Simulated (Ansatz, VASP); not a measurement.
Two plane-wave programs on Nb

The input POSCAR:

```
Nb
1.0
   -1.6639500000      1.6639500000      1.6639500000
    1.6639500000     -1.6639500000      1.6639500000
    1.6639500000      1.6639500000     -1.6639500000
Nb
1
Direct
    0.0000000000      0.0000000000      0.0000000000
```

INCAR.step1

```
SYSTEM = Nb
PREC = Accurate
ENCUT = 600
ISMEAR = 0
SIGMA = 0.1
LREAL = .False.
LASPH = .True.
NELM = 60
GGA = PE
ALGO = Normal
EDIFF = 1E-4
LWAVE = .True.
LCHARG = .False.
```

File INCAR.step2:

```
SYSTEM = Nb
PREC = Accurate
ENCUT = 600
EDIFF = 1E-6
ISMEAR = 0
SIGMA = 0.1
LREAL = .False.
LASPH = .True.
NELM = 60
ALGO = Normal
ISIF = 3
LWAVE = .False.
LCHARG = .False.
METAGGA = R2SCAN
LMIXTAU = .True.
IBRION = 2
NSW = 100
EDIFFG = -0.005
ISTART = 1
```

KPOINTS

```
Automatic mesh
0
Gamma
  18 18 18
  0 0 0
```

Input for Ansatz:

```yaml
crystal:
  lattice:
    - [-1.66395, 1.66395, 1.66395]
    - [1.66395, -1.66395, 1.66395]
    - [1.66395, 1.66395, -1.66395]
  atoms:
    - { symbol: Nb, position: [0.0, 0.0, 0.0] }
basis:
  ecutwfc: 500
kpoints:
  mp_grid: { grid: [18, 18, 18] }
hamiltonian:
  xc: r2scan
scf:
  occupations: { method: gaussian, width: 0.1 }
output:
  forces: true
  stress: true
  eigenvalues: true
relax:
  adjacent_minimum: "off"
  f_tol: 0.005
  max_steps: 80
  cell: { stress_tol: 0.05 }
```

Alike in both runs: task relaxation of cell and atoms; functional r2SCAN; k mesh 18 × 18 × 18; occupations gaussian, width 0.1 eV; no spin polarisation.

|  | VASP | Ansatz |
| --- | --- | --- |
| version | VASP 6.6.1 | Ansatz 0.2.0 |
| potentials or method | VASP PAW PBE potentials, release 64 (Nb_sv), cutoff 600 eV | scalar-relativistic, plane waves, PAW |
| valence electrons in the cell | 13 | 13 |

|  | VASP | Ansatz | Ansatz less VASP |
| --- | --- | --- | --- |
| gap on the k mesh at the Fermi level, each at its own relaxed structure (eV) | none | none | - |
| relaxed volume (Å³/atom) | 18.02 | 18.04 | +0.019 |
| relaxed cell length with the largest relative difference (Å) | 2.861 | 2.862 | +0.0010 |

VASP's potentials were made for PBE, not for r2SCAN. A gap of «none» marks a metal or a gap that the smearing closes.
